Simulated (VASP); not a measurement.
The system is SiNi.

```
Si Ni
1.0
     0.00000    3.39706    5.59850
     5.13841    0.00000    5.59850
     5.13841    3.39706    0.00000
Si Ni
8 8
Direct
  0.25747 0.32837 0.49253
  0.75747 0.82837 0.99253
  0.24253 0.17163 0.00747
  0.74253 0.67163 0.50747
  0.17163 0.74253 0.57837
  0.67163 0.24253 0.07837
  0.32837 0.75747 0.92163
  0.82837 0.25747 0.42163
  0.21508 0.47349 0.03492
  0.71508 0.97349 0.53492
  0.28492 0.02651 0.46508
  0.78492 0.52651 0.96508
  0.02651 0.78492 0.22349
  0.52651 0.28492 0.72349
  0.47349 0.71508 0.27651
  0.97349 0.21508 0.77651
```

Base run:

- Program: VASP 6.6.1
- Functional: PBE
- Potentials or basis: VASP PAW PBE potentials, release 64 (Si, Ni)
- Cutoff: 600 eV
- k mesh: 4 × 4 × 4
- Occupations: methfessel-paxton, width 0.1 eV
- Spin: no spin polarisation

Its results: band gap on the k mesh zero (bands 56 and 57 overlap by 0.45 eV); pressure 0.0 GPa; largest force 0.016 eV/Å.

Question: The run is repeated on the same cell with these changes: functional from PBE to PBEsol. What comes out?

Answer: Band gap on the k mesh zero (bands 56 and 57 overlap by 0.45 eV); pressure -5.9 GPa; largest force 0.059 eV/Å.

PBEsol binds more tightly than PBE, so the same cell stands under less pressure.

Caveats: the cell stands under tension (at least some runs); the PAW data sets were made with another functional, which shifts forces and pressure a little (at least some runs).
